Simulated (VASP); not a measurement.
# Ge2BiO2 (P6mm) in VASP: a series of runs, part 2 of 2

VASP 6.6.1.

**5. Relaxation of cell and atoms, PBE**

This run uses another cell than the first one, of 17.38 Å³/atom.

Contents of INCAR:

```
ALGO     = Normal         # electronic algorithm
EDIFF    = 1E-6           # SCF threshold, eV
EDIFFG   = -0.04          # ionic threshold
ENCUT    = 600            # plane-wave cutoff, eV
GGA      = PE             # functional
IBRION   = 2              # ionic algorithm
ISIF     = 3              # what is computed and relaxed
ISMEAR   = 0              # smearing method
LASPH    = True           # aspherical terms in the spheres
LCHARG   = False          # write CHGCAR
LREAL    = False          # projectors in reciprocal space
LWAVE    = False          # write WAVECAR
NELM     = 80             # most SCF steps
NSW      = 90             # ionic steps
PREC     = Accurate       # precision mode
SIGMA    = 0.1            # smearing width, eV
```

Contents of KPOINTS:

```
k-points
0
Gamma
  6 6 4
```

Contents of POSCAR:

```
Ge2BiO2
1.0
    4.3447533900      0.0000000000      0.0000000000
   -2.1723766900      3.7626668100      0.0000000000
    0.0000000000      0.0000000000      5.3170910400
Ge Bi O
2 1 2
Direct
    0.3333333300      0.6666666700      0.7264851800
    0.6666666700      0.3333333300      0.7264851800
    0.0000000000      0.0000000000      0.3368809400
    0.3333333300      0.6666666700      0.9774233800
    0.6666666700      0.3333333300      0.9774233800
```

Potentials or basis: VASP PAW PBE potentials, release 64 (Ge_d, Bi_d, O).

Started as:

```sh
cat potpaw_PBE.64/Ge_d/POTCAR potpaw_PBE.64/Bi_d/POTCAR potpaw_PBE.64/O/POTCAR > POTCAR
mpirun -np 1 vasp_std > vasp.out
```

OUTCAR:

```text
EDIFF = 1E-6
   EDIFFG = -0.04
   ENCUT = 600
   GGA = PE
   IBRION = 2
   ISIF = 3
   ISMEAR = 0
   LASPH = True
   LREAL = False
   NELM = 80
   NSW = 90
   PREC = Accurate

 ion  position               nearest neighbor table
   1  0.333  0.667  0.726-   4 1.33   2 2.51   2 2.51   2 2.51   3 3.25   3 3.25   3 3.25
   2  0.667  0.333  0.726-   5 1.33   1 2.51   1 2.51   1 2.51   3 3.25   3 3.25   3 3.25
   3  0.000  0.000  0.337-   1 3.25   2 3.25   1 3.25   2 3.25   2 3.25   1 3.25
   4  0.333  0.667  0.977-   1 1.33
   5  0.667  0.333  0.977-   2 1.33

  LATTYP: Found a hexagonal cell.
 ALAT       =     4.3447533900
 C/A-ratio  =     1.2237958205

  Lattice vectors:

 A1 = (   4.3447533900,   0.0000000000,   0.0000000000)
 A2 = (  -2.1723766900,   3.7626668100,   0.0000000000)
 A3 = (   0.0000000000,   0.0000000000,   5.3170910400)
[... 187 lines left out ...]
  Total        9.3492992      9.3492992     79.4968308      0.0000000      0.0000000      0.0000000
  in kB      172.3275245    172.3275246   1465.2961493      0.0000002      0.0000000      0.0000000
  external PRESSURE =     603.3170661 kB  Pullay stress =       0.0000000 kB
[... 2390 lines left out ...]
     32       7.9855      0.00000
     33       9.7077      0.00000

[... ionic steps 4 to 31 ...]

--------------------------------------- Ionic step       32  -------------------------------------------

 number of electron      55.0000024 magnetization

------------------------ aborting loop because EDIFF is reached ----------------------------------------
[... 73 lines left out ...]
--------------------------------------- Ionic step       34  -------------------------------------------

 number of electron      55.0000010 magnetization

 Free energy of the ion-electron system (eV)
  ---------------------------------------------------
  ext. energy  EPLUGINS =         0.00000000
  ---------------------------------------------------
  free energy    TOTEN  =       -25.27260969 eV

  energy without entropy =      -25.26886923  energy(sigma->0) =      -25.27073946

 E-fermi :   6.2736     XC(G=0): -10.7627

 val. band max:        6.1489895159   @ k =   0.3333   0.1667   0.0000
 cond. band min:       6.3445700008   @ k =   0.1667   0.1667   0.0000
 fundamental gap:      0.1955804850
 Fermi energy:         6.2736205281
[... 786 lines left out ...]
  FREE ENERGIE OF THE ION-ELECTRON SYSTEM (eV)
  ---------------------------------------------------
  free  energy   TOTEN  =       -25.2726096853 eV

  energy  without entropy=      -25.2688692289  energy(sigma->0) =      -25.27073946

 reached required accuracy - stopping structural energy minimisation
```

OSZICAR:

```text
N       E                     dE             d eps       ncg     rms          rms(c)
DAV:   1     0.693439682893E+03    0.69344E+03   -0.30233E+04  1652   0.422E+03
DAV:   2     0.108779921662E+03   -0.58466E+03   -0.57147E+03  1418   0.936E+02
DAV:   3    -0.141682486368E+02   -0.12295E+03   -0.12155E+03  1632   0.273E+02
DAV:   4    -0.224898725777E+02   -0.83216E+01   -0.82874E+01  1548   0.830E+01
[... 384 lines left out ...]
DAV:   4    -0.252726894008E+02    0.10305E-02   -0.42343E-03  1750   0.546E-01    0.744E-02
DAV:   5    -0.252726135188E+02    0.75882E-04   -0.66661E-04  1751   0.316E-01    0.274E-02
DAV:   6    -0.252726106108E+02    0.29080E-05   -0.57139E-05  2009   0.748E-02    0.116E-02
DAV:   7    -0.252726095793E+02    0.10316E-05   -0.99989E-06  1563   0.267E-02    0.378E-03
DAV:   8    -0.252726096853E+02   -0.10609E-06   -0.94618E-07   743   0.994E-03
  34 F= -.25272610E+02 E0= -.25270739E+02  d E =-.121433E-01
```

CONTCAR:

```text
Ge2BiO2
   1.00000000000000
     4.5063331521577279    0.0000000001180344   -0.0000000000000000
    -2.2531665707906949    3.9025989887914578    0.0000000000000000
     0.0000000000000000    0.0000000000000000    4.8324697539926502
  Ge              Bi              O
     2     1     2
Direct
     0.3333333300000021    0.6666666699999979    0.5897137275207035
     0.6666666699999979    0.3333333300000021    0.5897137275207035
     0.0000000000000000    1.0000000000000000    0.1546433959062783
     0.3333333300000021    0.6666666699999979    0.2053136045261522
     0.6666666699999979    0.3333333300000021    0.2053136045261522

  0.00000000E+00  0.00000000E+00  0.00000000E+00
  0.00000000E+00  0.00000000E+00  0.00000000E+00
  0.00000000E+00  0.00000000E+00  0.00000000E+00
  0.00000000E+00  0.00000000E+00  0.00000000E+00
  0.00000000E+00  0.00000000E+00  0.00000000E+00
```

Run time: 28 min. Hardware: 1 thread of Intel Xeon 8259CL, shared host; peak memory 0.29 GiB.

What came out:

```
Free energy                           : -25.2726 eV
Relaxed volume                        : 17.00 Å³/atom
Relaxed cell                          : a = 4.506 Å, b = 4.506 Å, c = 4.832 Å, α = 90.00°, β = 90.00°, γ = 120.00°
Space group after relaxing (to 0.1 Å) : P6mm (No. 183)
Energy gained by relaxing             : 2280.3 meV/atom
Ionic steps                           : 34
Pressure after relaxing               : -0.1 GPa
Largest force after relaxing          : 0.021 eV/Å
Band gap on the k mesh                : zero (an odd number of electrons rules out a gap without spin polarisation)
```

Forces on the atoms (eV/Å):
```
Ge   0.000  0.000  0.003
Ge   0.000  0.000  0.003
Bi   0.000  0.000 -0.021
O    0.000  0.000  0.008
O    0.000  0.000  0.008
```

Step by step:
```tsv
step	energy change (eV)	largest force (eV/Å)	pressure (GPa)	volume (Å³)
1	0.0000	31.7007	60.33	86.92
2	-5.2584	4.6720	-3.53	182.56
3	-6.6213	4.0394	-6.36	168.31
4	-6.5795	4.1808	-6.38	165.52
5	-6.4066	4.3495	-6.26	161.15
6	-5.0048	4.4140	-1.98	121.90
7	-7.4389	3.9609	-4.33	117.70
8	-6.6374	15.8510	24.30	100.46
9	-8.2869	3.6153	-4.96	114.01
10	-10.3787	1.9856	-2.50	107.74
11	-10.3953	2.0203	1.26	105.48
12	-10.4552	1.7136	-0.78	106.56
13	-10.4497	1.6290	-0.10	106.18
14	-10.8392	1.2331	-3.80	104.77
15	-10.9663	1.3425	-6.26	103.57
16	-11.1432	1.0423	-5.03	100.13
17	-11.3546	0.1665	-0.62	91.58
18	-11.3548	0.1426	-0.40	91.28
19	-11.3607	0.0380	-0.16	91.33
20	-11.3615	0.1382	-0.04	91.36
21	-11.3632	0.1218	-0.17	91.34
22	-11.3670	0.0722	-0.52	91.29
23	-11.3699	0.0874	-1.23	91.18
24	-11.3709	0.0973	-1.22	91.04
25	-11.3737	0.1269	-1.05	90.60
26	-11.3779	0.1895	-0.71	89.74
27	-11.3793	0.3114	-0.03	88.01
28	-11.3799	0.2666	-0.35	88.64
29	-11.3843	0.2852	-0.20	87.99
30	-11.3895	0.3263	0.11	86.37
31	-11.3927	0.2816	-0.05	86.18
32	-11.3994	0.1492	-0.07	85.58
33	-11.3995	0.1057	-0.05	84.40
34	-11.4016	0.0206	-0.12	84.99
```

Final structure:
```xyz
5
Lattice="4.5063 0.0000 0.0000 -2.2532 3.9026 0.0000 0.0000 0.0000 4.8325" Properties=species:S:1:pos:R:3 pbc="T T T"
Ge    0.0000    2.6017    2.8498
Ge    2.2532    1.3009    2.8498
Bi   -2.2532    3.9026    0.7473
O     0.0000    2.6017    0.9922
O     2.2532    1.3009    0.9922
```

Levels at points of the mesh, in eV from the Fermi level:
| k point | band 25 | band 26 | band 27 | band 28 | band 29 | band 30 | band 31 | band 32 |
| --- | --- | --- | --- | --- | --- | --- | --- | --- |
| (0.00, 0.00, 0.00) | -3.65 | -1.34 | -0.36 | -0.36 | 0.47 | 2.19 | 2.19 | 5.16 |
| (0.50, 0.00, 0.00) | -2.42 | -1.62 | -1.36 | -0.46 | 1.11 | 2.90 | 3.64 | 4.62 |
| (0.00, 0.00, 0.50) | -3.22 | -0.97 | -0.97 | 0.12 | 0.24 | 2.21 | 2.31 | 2.31 |
| (0.50, 0.00, 0.50) | -2.23 | -1.93 | -1.59 | -1.05 | 1.17 | 3.55 | 3.72 | 5.25 |

Caveat: spin-orbit coupling is left out, which moves the levels of the heavy elements; an odd number of electrons without spin polarisation forces a metal; a magnetic or distorted state may lie lower.

**6. Summary**

```tsv
task	cell	k mesh	cutoff (eV)	gap on the mesh (eV)	pressure (GPa)	largest force (eV/Å)
single point	a = 4.494, b = 4.494, c = 4.913 Å, angles 90.0, 90.0, 120.0°, 5 atoms, atomic positions A	6 × 6 × 4	520	none	0.1	0.04
single point	a = 4.345, b = 4.345, c = 5.317 Å, angles 90.0, 90.0, 120.0°, 5 atoms, atomic positions B	6 × 6 × 4	520	none	60.4	31.72
single point	a = 4.512, b = 4.512, c = 4.718 Å, angles 90.0, 90.0, 120.0°, 5 atoms, atomic positions C	12 × 12 × 8	520	none	0.0	0.04
relaxation of cell and atoms	relaxed from a = 4.345, b = 4.345, c = 5.317 Å, angles 90.0, 90.0, 120.0°, 5 atoms, atomic positions B	6 × 6 × 4	600	none	-0.1	0.02
```

Alike in all rows: level PBE; potentials or basis VASP PAW PBE potentials, release 64 (Ge_d, Bi_d, O); no spin polarisation; smearing gaussian 0.1 eV.

Caveats: spin-orbit coupling is left out, which moves the levels of the heavy elements; an odd number of electrons without spin polarisation forces a metal; a magnetic or distorted state may lie lower; the stress differs along the axes, from 17 to 147 GPa (at least some runs).

Absolute energies hang on the potentials; compare differences alone.

The gap in the log of VASP goes by the Fermi energy; the results here count the filled bands.